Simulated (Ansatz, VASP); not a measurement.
Two plane-wave programs on Ge8Mo3W

The input INCAR:

```
SYSTEM = Ge8Mo3W
PREC = Accurate
ENCUT = 520
EDIFF = 1E-6
ISMEAR = 0
SIGMA = 0.1
LREAL = .False.
LASPH = .True.
NELM = 100
ALGO = Normal
ISIF = 2
LWAVE = .False.
LCHARG = .False.
GGA = PE
NBANDS = 96
```

KPOINTS

```
Automatic mesh
0
Gamma
  4 4 2
  0 0 0
```

Contents of POSCAR:

```
Ge8Mo3W
1.0
    5.0565063300      0.0000000000      0.0000000000
    0.0000000000      5.0565063300      0.0000000000
    0.0000000000      0.0000000000      8.8224142600
Ge Mo W
8 3 1
Direct
    0.0000000000      0.5000000000      0.3332999900
    0.0000000000      0.0000000000      0.8332999900
    0.5000000000      0.5000000000      0.8332999900
    0.5000000000      0.0000000000      0.3332999900
    0.0000000000      0.5000000000      0.6667000100
    0.0000000000      0.0000000000      0.1667000100
    0.5000000000      0.5000000000      0.1667000100
    0.5000000000      0.0000000000      0.6667000100
    0.0000000000      0.5000000000      0.0000000000
    0.0000000000      0.0000000000      0.5000000000
    0.5000000000      0.0000000000      0.0000000000
    0.5000000000      0.5000000000      0.5000000000
```

Input for Ansatz:

```yaml
crystal:
  lattice:
    - [5.05650633, 0.0, 0.0]
    - [0.0, 5.05650633, 0.0]
    - [0.0, 0.0, 8.82241426]
  atoms:
    - { symbol: Ge, position: [0.0, 0.5, 0.33329999] }
    - { symbol: Ge, position: [0.0, 0.0, 0.83329999] }
    - { symbol: Ge, position: [0.5, 0.5, 0.83329999] }
    - { symbol: Ge, position: [0.5, 0.0, 0.33329999] }
    - { symbol: Ge, position: [0.0, 0.5, 0.66670001] }
    - { symbol: Ge, position: [0.0, 0.0, 0.16670001] }
    - { symbol: Ge, position: [0.5, 0.5, 0.16670001] }
    - { symbol: Ge, position: [0.5, 0.0, 0.66670001] }
    - { symbol: Mo, position: [0.0, 0.5, 0.0] }
    - { symbol: Mo, position: [0.0, 0.0, 0.5] }
    - { symbol: Mo, position: [0.5, 0.0, 0.0] }
    - { symbol: W, position: [0.5, 0.5, 0.5] }
basis:
  ecutwfc: 420
kpoints:
  mp_grid: { grid: [4, 4, 2] }
hamiltonian:
  xc: pbe
scf:
  occupations: { method: gaussian, width: 0.1 }
  lower_state_search: "off"
output:
  forces: true
  stress: true
  eigenvalues: true
```

Alike in both runs: task single point; functional PBE; k mesh 4 × 4 × 2; occupations gaussian, width 0.1 eV; no spin polarisation.

```csv
,VASP,Ansatz
version,VASP 6.6.1,Ansatz 0.2.0
potentials or method,"VASP PAW PBE potentials, release 64 (Ge_d, Mo_sv, W_sv), cutoff 520 eV","scalar-relativistic, plane waves, PAW"
valence electrons in the cell,168,168
```

VASP gave:

- gap on the k mesh at the Fermi level (eV): none
- pressure (GPa): -20.5
- traceless stress, the component that is largest in VASP (GPa): -0.73
- rms of the force components (eV/Å): 0.353

Task: Estimate Ansatz's values.

Result: gap on the k mesh at the Fermi level (eV): none; pressure (GPa): -20.6; traceless stress, the component that is largest in VASP (GPa): -0.73; rms of the force components (eV/Å): 0.354.

Atom by atom the forces differ by 0.001 eV/Å (rms over components). A gap of «none» marks a metal or a gap that the smearing closes.

Neither program's run includes spin-orbit coupling.
